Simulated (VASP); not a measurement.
Set up this calculation in VASP 6.6.1, as the native input.

- Task: single point
- Functional: PBEsol
- Potentials or basis: VASP PAW PBE potentials, release 64 (S, Mo_sv)
- Cutoff: 520 eV
- k mesh: 9 × 9 × 1
- Occupations: gaussian, width 0.05 eV
- Spin: no spin polarisation
- Dipole correction: no
- Further INCAR settings: ALGO = Normal; EDIFF = 1e-06; NBANDS = 64

The structure of MoS2 lies in POSCAR:

```
MoS2
1.0
    3.1414322171      0.0000000000      0.0000000000
   -1.5707161085      2.7205601043      0.0000000000
    0.0000000000      0.0000000000     29.9864219214
S Mo
8 4
Direct
    0.3333333333      0.6666666667      0.1333937077
    0.3333333333      0.6666666667      0.2373805290
    0.6666666667      0.3333333333      0.3431356288
    0.6666666667      0.3333333333      0.4471224501
    0.3333333333      0.6666666667      0.5528775499
    0.3333333333      0.6666666667      0.6568643712
    0.6666666667      0.3333333333      0.7626194710
    0.6666666667      0.3333333333      0.8666062923
    0.6666666667      0.3333333333      0.1853871183
    0.3333333333      0.6666666667      0.3951290394
    0.6666666667      0.3333333333      0.6048709606
    0.3333333333      0.6666666667      0.8146128817
```

These files were run (other wordings do the same):

INCAR

```
  ALGO = Normal
  EDIFF = 1E-6
  ENCUT = 520
  GGA = PS
  ISIF = 2
  ISMEAR = 0
  LASPH = T
  LCHARG = F
  LREAL = F
  LWAVE = F
  NBANDS = 64
  NELM = 80
  PREC = Accurate
  SIGMA = 0.05
```

KPOINTS

```
k-points
0
Gamma
  9 9 1
```

Potentials or basis: VASP PAW PBE potentials, release 64 (S, Mo_sv).

The run is started by

```bash
$ cat potpaw_PBE.64/S/POTCAR potpaw_PBE.64/Mo_sv/POTCAR > POTCAR
$ mpirun -np 1 vasp_std > vasp.out
```

Results of the run:

```
Largest force          : 0.023 eV/Å
Band gap on the k mesh : 1.20 eV (least direct gap 1.76 eV)
```

Caveat: there is no dipole correction, which matters where the two faces differ; the PAW data sets were made with another functional, which shifts forces and pressure a little.

It took 2.5 min on 1 thread of Intel(R) Xeon(R) 6975P-C (Granite Rapids) (shared host), peak memory 0.42 GiB.
